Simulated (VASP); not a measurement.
A run of VASP 6.6.1 is set up as follows.

Contents of INCAR:

```
SYSTEM = LiCuAuO2
PREC     = Accurate       ! precision mode
ENCUT    = 520            ! plane-wave cutoff, eV
EDIFF    = 1E-7           ! SCF threshold, eV
ISMEAR   = -1             ! smearing method
SIGMA    = 0.05           ! smearing width, eV
LREAL    = .FALSE.        ! projectors in reciprocal space
LASPH    = .TRUE.         ! aspherical terms in the spheres
NELM     = 80             ! most SCF steps
ALGO     = Normal         ! electronic algorithm
ISIF     = 2              ! what is computed and relaxed
LWAVE    = .FALSE.        ! write WAVECAR
LCHARG   = .FALSE.        ! write CHGCAR
GGA      = PE             ! functional
NBANDS   = 26             ! bands
```

KPOINTS

```
regular mesh
0
G
  8 8 8
  0 0 0
```

File POSCAR:

```
LiCuAuO2
1.0
    1.6208274708      0.9357851766      6.4188160000
   -1.6208274708      0.9357851766      6.4188160000
    0.0000000000     -1.8715703532      6.4188160000
Au Cu O Li
1 1 2 1
Direct
    0.9917940000      0.9917940000      0.9917940000
    0.5158030000      0.5158030000      0.5158030000
    0.1009220000      0.1009220000      0.1009220000
    0.8842220000      0.8842220000      0.8842220000
    0.7572590000      0.7572590000      0.7572590000
```

Potentials or basis: VASP PAW PBE potentials, release 64 (Au, Cu, O, Li_sv).

Launch:

```sh
$ cat potpaw_PBE.64/Au/POTCAR potpaw_PBE.64/Cu/POTCAR potpaw_PBE.64/O/POTCAR potpaw_PBE.64/Li_sv/POTCAR > POTCAR
$ mpirun -np 1 vasp_std > vasp.out
```

Question: What does it give for the largest force?

Answer: 0.296 eV/Å.

Question: Predict the band gap on the k mesh.

Answer: Zero (an odd number of electrons rules out a gap without spin polarisation).

Forces in eV/Å, atoms in the order of the input:
```
Au   0.000  0.000 -0.019
Cu   0.000  0.000  0.190
O    0.000  0.000 -0.296
O    0.000  0.000  0.102
Li   0.000  0.000  0.023
```

Caveat: spin-orbit coupling is left out, which moves the levels of the heavy elements; an odd number of electrons without spin polarisation forces a metal; a magnetic or distorted state may lie lower. With open d or f shells a metallic result of PBE can be an artefact of self-interaction; +U or a hybrid may open a gap.
